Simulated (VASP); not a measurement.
A run of VASP 6.6.1:

The input INCAR:

```
  ALGO = Normal
  EDIFF = 1E-6
  ENCUT = 500
  GGA = PE
  GGA_COMPAT = F
  ISIF = 2
  ISMEAR = 0
  ISPIN = 2
  LASPH = T
  LCHARG = F
  LMAXMIX = 4
  LORBIT = 11
  LREAL = F
  LWAVE = F
  MAGMOM = 0 0.5
  NBANDS = 22
  NELM = 200
  PREC = Accurate
  SIGMA = 0.0082
```

Contents of KPOINTS:

```
k-points
0
Gamma
  3 3 1
```

The input POSCAR:

```
Ag
1.0
    2.9222991408      0.0000000000      0.0000000000
   -1.4611495704      2.5307852934      0.0000000000
    0.0000000000      0.0000000000      4.7016618100
Ag
2
Direct
    0.3333333333      0.6666666667      0.2500000000
    0.6666666667      0.3333333333      0.7500000000
```

Potentials or basis: VASP PAW PBE potentials, release 64 (Ag).

Command:

```console
$ cat potpaw_PBE.64/Ag/POTCAR > POTCAR
$ mpirun -np 1 vasp_std > vasp.out
```

Hardware: 1 thread of AMD EPYC 7R13 Processor (Zen 3), with other jobs on the host.

Question: How long does it take, and how much memory?

Answer: It took 9.1 s on 1 thread of AMD EPYC 7R13 Processor (Zen 3), with other jobs on the host, peak memory 0.13 GiB. Counts: scf iterations 13, k points 3.
